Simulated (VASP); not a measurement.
# ZnO (P4_2/mnm) in VASP: notebook

Aim: see how the results for ZnO move with the level of theory and the settings. Levels: LDA, PBE. Tasks: single point.

All numbers are computed with VASP 6.6.1; they aren't measurements. Logs are shortened: lines on timing, memory, paths and dates and some standing lists are left out, and cuts for length are marked.

**1. The cell of the first run**

The structure is tetragonal, space group P4_2/mnm (No. 136). Conventional cell: a = 5.518 Å, b = 5.518 Å, c = 3.259 Å, α = 90.00°, β = 90.00°, γ = 90.00°. Within 2.6 Å of Zn (site symmetry m2m) lie 4 O at 1.94 to 2.01 Å. Within 2.6 Å of O (site symmetry m2m) lie 4 Zn at 1.94 to 2.01 Å.

**2. Single point, LDA**

INCAR

```
SYSTEM = ZnO
PREC = Accurate
ENCUT = 600
EDIFF = 1E-6
ISMEAR = 0
SIGMA = 0.1
LREAL = .FALSE.
LASPH = .TRUE.
NELM = 120
ALGO = Normal
ISIF = 2
LWAVE = .FALSE.
LCHARG = .FALSE.
GGA = CA
NBANDS = 46
GGA_COMPAT = .FALSE.
```

KPOINTS

```
regular mesh
0
G
  4 4 6
  0 0 0
```

POSCAR

```
ZnO
1.0
    5.5175700700      0.0000000000      0.0000000000
    0.0000000000      5.5175700700      0.0000000000
    0.0000000000      0.0000000000      3.2587787700
Zn O
4 4
Direct
    0.1819728400      0.1819728400      0.5000000000
    0.8180271600      0.8180271600      0.5000000000
    0.6819728400      0.3180271600      0.0000000000
    0.3180271600      0.6819728400      0.0000000000
    0.8172472300      0.1827527700      0.5000000000
    0.1827527700      0.8172472300      0.5000000000
    0.6827527700      0.6827527700      0.0000000000
    0.3172472300      0.3172472300      0.0000000000
```

Potentials or basis: VASP PAW LDA potentials, release 64 (Zn, O).

Launch:

```console
$ cat potpaw_LDA.64/Zn/POTCAR potpaw_LDA.64/O/POTCAR > POTCAR
$ mpirun -np 1 vasp_std > vasp.out
```

OUTCAR:

```text
SYSTEM = ZnO
   PREC = Accurate
   ENCUT = 600
   EDIFF = 1E-6
   ISMEAR = 0
   LREAL = .FALSE.
   LASPH = .TRUE.
   NELM = 120
   ISIF = 2
   GGA = CA

 ion  position               nearest neighbor table
   1  0.182  0.182  0.500-   8 1.94   8 1.94   5 2.01   6 2.01   2 2.84
   2  0.818  0.818  0.500-   7 1.94   7 1.94   5 2.01   6 2.01   1 2.84
   3  0.682  0.318  0.000-   5 1.94   5 1.94   8 2.01   7 2.01   4 2.84
   4  0.318  0.682  0.000-   6 1.94   6 1.94   8 2.01   7 2.01   3 2.84
   5  0.817  0.183  0.500-   3 1.94   3 1.94   1 2.01   2 2.01
   6  0.183  0.817  0.500-   4 1.94   4 1.94   1 2.01   2 2.01
   7  0.683  0.683  0.000-   2 1.94   2 1.94   4 2.01   3 2.01
   8  0.317  0.317  0.000-   1 1.94   1 1.94   4 2.01   3 2.01

  LATTYP: Found a simple tetragonal cell.
 ALAT       =     5.5175700700
 C/A-ratio  =     0.5906184659

  Lattice vectors:

 A1 = (   5.5175700700,   0.0000000000,   0.0000000000)
 A2 = (   0.0000000000,   5.5175700700,   0.0000000000)
 A3 = (   0.0000000000,   0.0000000000,   3.2587787700)

Analysis of symmetry for initial positions (statically):
=====================================================================
 Subroutine PRICEL returns:
 Original cell was already a primitive cell.

 Routine SETGRP: Setting up the symmetry group for a
 simple tetragonal supercell.

 Subroutine GETGRP returns: Found 16 space group operations
 (whereof  8 operations were pure point group operations)
 out of a pool of 16 trial point group operations.

The static configuration has the point symmetry D_2h.
 The point group associated with its full space group is D_4h.

Analysis of symmetry for dynamics (positions and initial velocities):
=====================================================================
 Subroutine PRICEL returns:
 Original cell was already a primitive cell.

 Routine SETGRP: Setting up the symmetry group for a
 simple tetragonal supercell.

 Subroutine GETGRP returns: Found 16 space group operations
 (whereof  8 operations were pure point group operations)
 out of a pool of 16 trial point group operations.

The dynamic configuration has the point symmetry D_2h.
 The point group associated with its full space group is D_4h.

 Subroutine INISYM returns: Found 16 space group operations
 (whereof  8 operations are pure point group operations),
 and found     1 'primitive' translations

----------------------------------------------------------------------------------------

                                     Primitive cell

  volume of cell :      99.2089

  direct lattice vectors                    reciprocal lattice vectors
     5.517570070  0.000000000  0.000000000     0.181239203  0.000000000  0.000000000
     0.000000000  5.517570070  0.000000000     0.000000000  0.181239203  0.000000000
     0.000000000  0.000000000  3.258778770     0.000000000  0.000000000  0.306863420

  length of vectors
     5.517570070  5.517570070  3.258778770     0.181239203  0.181239203  0.306863420

  position of ions in fractional coordinates (direct lattice)
     0.181972840  0.181972840  0.500000000
     0.818027160  0.818027160  0.500000000
     0.681972840  0.318027160  0.000000000
     0.318027160  0.681972840  0.000000000
     0.817247230  0.182752770  0.500000000
     0.182752770  0.817247230  0.500000000
     0.682752770  0.682752770  0.000000000
     0.317247230  0.317247230  0.000000000

  ion indices of the primitive-cell ions
   primitive index   ion index
                 1           1
                 2           2
                 3           3
                 4           4
                 5           5
                 6           6
                 7           7
                 8           8

----------------------------------------------------------------------------------------

 KPOINTS: regular mesh

Automatic generation of k-mesh.
 Grid dimensions read from file:
 generate k-points for:    4    4    6

 Generating k-lattice:

  Cartesian coordinates                     Fractional coordinates (reciprocal lattice)
     0.045309801  0.000000000  0.000000000     0.250000000  0.000000000  0.000000000
     0.000000000  0.045309801  0.000000000     0.000000000  0.250000000  0.000000000
     0.000000000  0.000000000  0.051143903     0.000000000  0.000000000  0.166666667

  Length of vectors
     0.045309801  0.045309801  0.051143903

  Shift w.r.t. Gamma in fractional coordinates (k-lattice)
     0.000000000  0.000000000  0.000000000

 Subroutine IBZKPT returns following result:
 ===========================================

 Found     24 irreducible k-points:

 Following reciprocal coordinates:
            Coordinates               Weight
  0.000000  0.000000  0.000000      1.000000
  0.250000  0.000000  0.000000      4.000000
  0.500000  0.000000  0.000000      2.000000
  0.250000  0.250000  0.000000      4.000000
  0.500000  0.250000  0.000000      4.000000
  0.500000  0.500000  0.000000      1.000000
[... 46 lines left out ...]
   GGA     = CA    functional components
   LHFCALC =     F    Hartree Fock is set to
   AEXX    =    0.0000 exact exchange contribution
   IVDW    =     0    specifies the selected vdW correction
   LEPSILON=     F    determine dielectric tensor
   LRPA    =     F    only Hartree local field effects (RPA)
 non-spin polarized calculation
 Gauss-broadening in eV      SIGMA  =   0.10
  energy-cutoff  :      600.00
  volume of cell :       99.21
 maximum number of plane-waves:      3344
 NGX is ok and might be reduce to    48
   NGX = 23   NGY = 23   NGZ = 13

 number of electron      72.0000031 magnetization

 Free energy of the ion-electron system (eV)
  ---------------------------------------------------
  ext. energy  EPLUGINS =         0.00000000
  ---------------------------------------------------
  free energy    TOTEN  =       -41.96622779 eV

  energy without entropy =      -41.96622779  energy(sigma->0) =      -41.96622779

 E-fermi :   1.0320     XC(G=0): -11.1814

 val. band max:        0.6582000926   @ k =   0.0000   0.0000   0.0000
 cond. band min:       1.4061799112   @ k =   0.0000   0.0000   0.0000
 fundamental gap:      0.7479798187
 Fermi energy:         1.0319574913

 k-point     1 :       0.0000    0.0000    0.0000
  band No.  band energies     occupation
      1     -17.1644      2.00000
      2     -16.4089      2.00000
      3     -16.4089      2.00000
      4     -16.3093      2.00000
      5      -5.7490      2.00000
      6      -5.5192      2.00000
[... 38 lines left out ...]
     45      10.8451      0.00000
     46      12.6846      0.00000

 k-point     2 :       0.2500    0.0000    0.0000
  band No.  band energies     occupation
      1     -17.0755      2.00000
      2     -16.5752      2.00000
      3     -16.3750      2.00000
      4     -16.2707      2.00000
      5      -5.7372      2.00000
      6      -5.5691      2.00000
[... 38 lines left out ...]
     45      11.4677      0.00000
     46      12.0660      0.00000

 k-point     3 :       0.5000    0.0000    0.0000
  band No.  band energies     occupation
      1     -16.8460      2.00000
      2     -16.8460      2.00000
      3     -16.3046      2.00000
      4     -16.3046      2.00000
      5      -5.6701      2.00000
      6      -5.6701      2.00000
[... 38 lines left out ...]
     45      11.5480      0.00000
     46      11.5480      0.00000

 k-point     4 :       0.2500    0.2500    0.0000
  band No.  band energies     occupation
      1     -16.9943      2.00000
      2     -16.5985      2.00000
      3     -16.4255      2.00000
      4     -16.2838      2.00000
      5      -5.7523      2.00000
      6      -5.6291      2.00000
[... 920 lines left out ...]
     45       9.5177      0.00000
     46      10.2907      0.00000

 k-point    23 :       0.5000    0.2500    0.5000
  band No.  band energies     occupation
      1     -16.4644      2.00000
      2     -16.4644      2.00000
      3     -16.1962      2.00000
      4     -16.1962      2.00000
      5      -5.4818      2.00000
      6      -5.4818      2.00000
[... 38 lines left out ...]
     45      10.1719      0.00000
     46      10.1719      0.00000

 k-point    24 :       0.5000    0.5000    0.5000
  band No.  band energies     occupation
      1     -16.4545      2.00000
      2     -16.4545      2.00000
      3     -16.2009      2.00000
      4     -16.2009      2.00000
      5      -5.5686      2.00000
      6      -5.5686      2.00000
[... 38 lines left out ...]
     45      10.8601      0.00000
     46      10.8601      0.00000

------------------------ aborting loop because EDIFF is reached ----------------------------------------

  FORCE on cell =-STRESS in cart. coord.  units (eV):
  Direction    XX          YY          ZZ          XY          YZ          ZX
  --------------------------------------------------------------------------------------
  -------------------------------------------------------------------------------------
  Total       -3.2460607     -3.2460607     -3.8916430     -0.0000000      0.0000000      0.0000000
  in kB      -52.4223663    -52.4223663    -62.8482208     -0.0000000      0.0000000      0.0000000
  external PRESSURE =     -55.8976511 kB  Pullay stress =       0.0000000 kB

 VOLUME and BASIS-vectors are now :
 -----------------------------------------------------------------------------
  energy-cutoff  :      600.00
  volume of cell :       99.21
      direct lattice vectors                 reciprocal lattice vectors
     5.517570070  0.000000000  0.000000000     0.181239203  0.000000000  0.000000000
     0.000000000  5.517570070  0.000000000     0.000000000  0.181239203  0.000000000
     0.000000000  0.000000000  3.258778770     0.000000000  0.000000000  0.306863420

 POSITION                                       TOTAL-FORCE (eV/Angst)
 -----------------------------------------------------------------------------------
      1.00405      1.00405      1.62939        -0.017896     -0.017896      0.000000
      4.51352      4.51352      1.62939         0.017896      0.017896     -0.000000
      3.76283      1.75474      0.00000        -0.017896      0.017896     -0.000000
      1.75474      3.76283      0.00000         0.017896     -0.017896      0.000000
      4.50922      1.00835      1.62939         0.034481     -0.034481     -0.000000
      1.00835      4.50922      1.62939        -0.034481      0.034481      0.000000
      3.76714      3.76714      0.00000        -0.034481     -0.034481     -0.000000
      1.75043      1.75043      0.00000         0.034481      0.034481      0.000000
 -----------------------------------------------------------------------------------
    total drift:                                0.000000      0.000000      0.000000

  FREE ENERGIE OF THE ION-ELECTRON SYSTEM (eV)
  ---------------------------------------------------
  free  energy   TOTEN  =       -41.9662277909 eV

  energy  without entropy=      -41.9662277900  energy(sigma->0) =      -41.96622779
```

Wall time 4.6 min (1 thread of Oxide Virtual Turin-like, shared host); peak memory 0.22 GiB.

What came out:

```
Free energy            : -41.9662 eV
Pressure               : -5.6 GPa
Largest force          : 0.049 eV/Å
Band gap on the k mesh : 0.75 eV
```

Forces on the atoms (eV/Å):
```
Zn  -0.018 -0.018  0.000
Zn   0.018  0.018  0.000
Zn  -0.018  0.018  0.000
Zn   0.018 -0.018  0.000
O    0.034 -0.034  0.000
O   -0.034  0.034  0.000
O   -0.034 -0.034  0.000
O    0.034  0.034  0.000
```

Caveat: the cell stands under tension; semilocal functionals underestimate gaps, and a narrow one can read as zero.

**3. Single point, LDA**

This run uses another cell than the first one, of 11.85 Å³/atom.

INCAR

```
ALGO     = Normal         # electronic algorithm
EDIFF    = 1E-6           # SCF threshold, eV
ENCUT    = 600            # plane-wave cutoff, eV
GGA_COMPAT= F            
ISIF     = 2              # what is computed and relaxed
ISMEAR   = 0              # smearing method
LASPH    = T              # aspherical terms in the spheres
LCHARG   = T              # write CHGCAR
LELF     = T              # ELF
LREAL    = F              # projectors in reciprocal space
LVHAR    = T            
LWAVE    = F              # write WAVECAR
NBANDS   = 46             # bands
NELM     = 120            # most SCF steps
PREC     = Accurate       # precision mode
SIGMA    = 0.02           # smearing width, eV
```

KPOINTS

```
k-points
0
Gamma
  6 6 8
```

POSCAR

```
ZnO
1.0
    5.4384036343      0.0000000000      0.0000000000
    0.0000000000      5.4384036343      0.0000000000
    0.0000000000      0.0000000000      3.2054974160
Zn O
4 4
Direct
    0.1822819297      0.1822819297      0.5000000000
    0.8177180703      0.8177180703      0.5000000000
    0.6822819297      0.3177180703      0.0000000000
    0.3177180703      0.6822819297      0.0000000000
    0.8178374721      0.1821625279      0.5000000000
    0.1821625279      0.8178374721      0.5000000000
    0.6821625279      0.6821625279      0.0000000000
    0.3178374721      0.3178374721      0.0000000000
```

Potentials or basis: VASP PAW LDA potentials, release 64 (Zn, O).

Launch:

```console
$ cat potpaw_LDA.64/Zn/POTCAR potpaw_LDA.64/O/POTCAR > POTCAR
$ mpirun -np 1 vasp_std > vasp.out
```

It took 6.5 min on 1 thread of Oxide Virtual Turin-like, shared host; peak memory 0.28 GiB.

The run converged. Its results:

```
Free energy            : -42.0257 eV
Pressure               : 1.0 GPa
Band gap on the k mesh : 0.79 eV
```

Forces on the atoms (eV/Å):
```
Zn  -0.002 -0.002  0.000
Zn   0.002  0.002  0.000
Zn  -0.002  0.002  0.000
Zn   0.002 -0.002  0.000
O    0.001 -0.001  0.000
O   -0.001  0.001  0.000
O   -0.001 -0.001  0.000
O    0.001  0.001  0.000
```

Stress tensor (GPa, compression positive):
```
0.92 0.00 0.00
0.00 0.92 0.00
0.00 0.00 1.19
```

Levels at points of the mesh, in eV from the valence-band top:
| k point | band 32 | band 33 | band 34 | band 35 | band 36 | band 37 | band 38 | band 39 | band 40 | band 41 |
| --- | --- | --- | --- | --- | --- | --- | --- | --- | --- | --- |
| (0.00, 0.00, 0.00) | -0.94 | -0.53 | -0.21 | -0.21 | 0.00 | 0.79 | 5.34 | 5.34 | 6.82 | 7.26 |
| (0.50, 0.00, 0.00) | -1.70 | -0.54 | -0.54 | -0.46 | -0.46 | 3.23 | 3.23 | 6.10 | 6.10 | 8.24 |
| (0.50, 0.50, 0.00) | -1.22 | -0.93 | -0.93 | -0.82 | -0.82 | 4.30 | 4.30 | 4.60 | 4.60 | 8.65 |
| (0.00, 0.00, 0.50) | -2.00 | -1.95 | -1.95 | -1.42 | -1.42 | 5.90 | 5.90 | 7.89 | 7.89 | 8.11 |
| (0.50, 0.00, 0.50) | -2.02 | -1.71 | -1.71 | -1.15 | -1.15 | 5.97 | 5.97 | 6.68 | 6.68 | 7.76 |
| (0.50, 0.50, 0.50) | -1.52 | -1.49 | -1.49 | -1.45 | -1.45 | 5.34 | 5.34 | 5.98 | 5.98 | 8.01 |

Caveat: semilocal functionals underestimate gaps, and a narrow one can read as zero.

**4. Single point, LDA**

This run uses another cell than the first one, of 11.85 Å³/atom.

INCAR

```
SYSTEM = ZnO
ALGO = Normal
EDIFF = 1E-6
ENCUT = 600
GGA = CA
GGA_COMPAT = .FALSE.
ISIF = 2
ISMEAR = 0
LASPH = .TRUE.
LCHARG = .FALSE.
LREAL = .FALSE.
LWAVE = .FALSE.
NBANDS = 46
NELM = 120
PREC = Accurate
SIGMA = 0.05
```

KPOINTS

```
k-points
0
G
  6 6 8
  0 0 0
```

POSCAR is that of step 3.

Launch:

```console
$ cat potpaw_LDA.64/Zn/POTCAR potpaw_LDA.64/O/POTCAR > POTCAR
$ mpirun -np 1 vasp_std > vasp.out
```

Wall time 5.9 min (1 thread of Oxide Virtual Turin-like, shared host); peak memory 0.28 GiB.

It converged, with:

* Free energy: -42.0257 eV
* Pressure: 1.0 GPa
* Band gap on the k mesh: 0.79 eV

Forces in eV/Å, atoms in the order of the input:
```
Zn  -0.002 -0.002  0.000
Zn   0.002  0.002  0.000
Zn  -0.002  0.002  0.000
Zn   0.002 -0.002  0.000
O    0.001 -0.001  0.000
O   -0.001  0.001  0.000
O   -0.001 -0.001  0.000
O    0.001  0.001  0.000
```

Stress tensor (GPa, compression positive):
```
0.92 0.00 0.00
0.00 0.92 0.00
0.00 0.00 1.19
```

Levels at points of the mesh, in eV from the valence-band top:
```tsv
k point	band 34	band 35	band 36	band 37	band 38	band 39
(0.00, 0.00, 0.00)	-0.21	-0.21	0.00	0.79	5.34	5.34
(0.50, 0.00, 0.00)	-0.54	-0.46	-0.46	3.23	3.23	6.10
(0.50, 0.50, 0.00)	-0.93	-0.82	-0.82	4.30	4.30	4.60
(0.00, 0.00, 0.50)	-1.95	-1.42	-1.42	5.90	5.90	7.89
(0.50, 0.00, 0.50)	-1.71	-1.15	-1.15	5.97	5.97	6.68
(0.50, 0.50, 0.50)	-1.49	-1.45	-1.45	5.34	5.34	5.98
```

Caveat: semilocal functionals underestimate gaps, and a narrow one can read as zero.

**5. Single point, PBE**

This run uses another cell than the first one, of 11.85 Å³/atom.

INCAR

```
PREC = Accurate
ENCUT = 600
EDIFF = 1E-6
ISMEAR = 1
SIGMA = 0.02
LREAL = False
LASPH = True
NELM = 120
ALGO = Normal
ISIF = 2
LWAVE = False
LCHARG = True
GGA = PE
LELF = True
LVHAR = True
NBANDS = 46
GGA_COMPAT = False
```

KPOINTS

```
regular mesh
0
Gamma
  6 6 8
```

POSCAR is that of step 4.

Potentials or basis: VASP PAW PBE potentials, release 64 (Zn, O).

Launch:

```console
$ cat potpaw_PBE.64/Zn/POTCAR potpaw_PBE.64/O/POTCAR > POTCAR
$ mpirun -np 1 vasp_std > vasp.out
```

Run time: 6 min. Hardware: 1 thread of Oxide Virtual Turin-like, shared host; peak memory 0.32 GiB.

It converged, with:

```
Free energy            : -35.1908 eV
Pressure               : 13.3 GPa
Largest force          : 0.063 eV/Å
Band gap on the k mesh : 0.84 eV
```

Forces in eV/Å, atoms in the order of the input:
```
Zn   0.045  0.045  0.000
Zn  -0.045 -0.045  0.000
Zn   0.045 -0.045  0.000
Zn  -0.045  0.045  0.000
O   -0.040  0.040  0.000
O    0.040 -0.040  0.000
O    0.040  0.040  0.000
O   -0.040 -0.040  0.000
```

Stress tensor (GPa, compression positive):
```
12.74  0.00  0.00
 0.00 12.74  0.00
 0.00  0.00 14.56
```

Levels at points of the mesh, in eV from the valence-band top:
```csv
k point,band 32,band 33,band 34,band 35,band 36,band 37,band 38,band 39,band 40,band 41
"(0.00, 0.00, 0.00)",-0.94,-0.55,-0.22,-0.22,0.00,0.84,5.43,5.43,6.98,7.40
"(0.50, 0.00, 0.00)",-1.69,-0.54,-0.54,-0.46,-0.46,3.28,3.28,6.23,6.23,8.38
"(0.50, 0.50, 0.00)",-1.20,-0.92,-0.92,-0.82,-0.82,4.38,4.38,4.70,4.70,8.82
"(0.00, 0.00, 0.50)",-1.98,-1.93,-1.93,-1.41,-1.41,5.99,5.99,8.07,8.07,8.27
"(0.50, 0.00, 0.50)",-2.00,-1.70,-1.70,-1.15,-1.15,6.07,6.07,6.83,6.83,7.93
"(0.50, 0.50, 0.50)",-1.51,-1.49,-1.49,-1.45,-1.45,5.49,5.49,6.11,6.11,8.13
```

Caveat: the cell stands under pressure.

**6. Summary**

| level | potentials or basis | cell | k mesh | smearing | gap on the mesh (eV) | pressure (GPa) | largest force (eV/Å) |
| --- | --- | --- | --- | --- | --- | --- | --- |
| LDA | VASP PAW LDA potentials, release 64 (Zn, O) | a = 5.518, b = 5.518, c = 3.259 Å, 8 atoms, atomic positions A | 4 × 4 × 6 | gaussian 0.1 eV | 0.75 | -5.6 | 0.05 |
| LDA | VASP PAW LDA potentials, release 64 (Zn, O) | a = 5.438, b = 5.438, c = 3.205 Å, 8 atoms, atomic positions B | 6 × 6 × 8 | gaussian 0.02 eV | 0.79 | 1.0 | - |
| LDA | VASP PAW LDA potentials, release 64 (Zn, O) | a = 5.438, b = 5.438, c = 3.205 Å, 8 atoms, atomic positions B | 6 × 6 × 8 | gaussian 0.05 eV | 0.79 | 1.0 | - |
| PBE | VASP PAW PBE potentials, release 64 (Zn, O) | a = 5.438, b = 5.438, c = 3.205 Å, 8 atoms, atomic positions B | 6 × 6 × 8 | methfessel-paxton 0.02 eV | 0.84 | 13.3 | 0.06 |

Alike in all rows: task single point; no spin polarisation; cutoff (eV) 600.

Caveats: semilocal functionals underestimate gaps, and a narrow one can read as zero (at least some runs); the cell stands under tension (at least some runs); the cell stands under pressure (at least some runs).

Absolute energies hang on the potentials; compare differences alone.
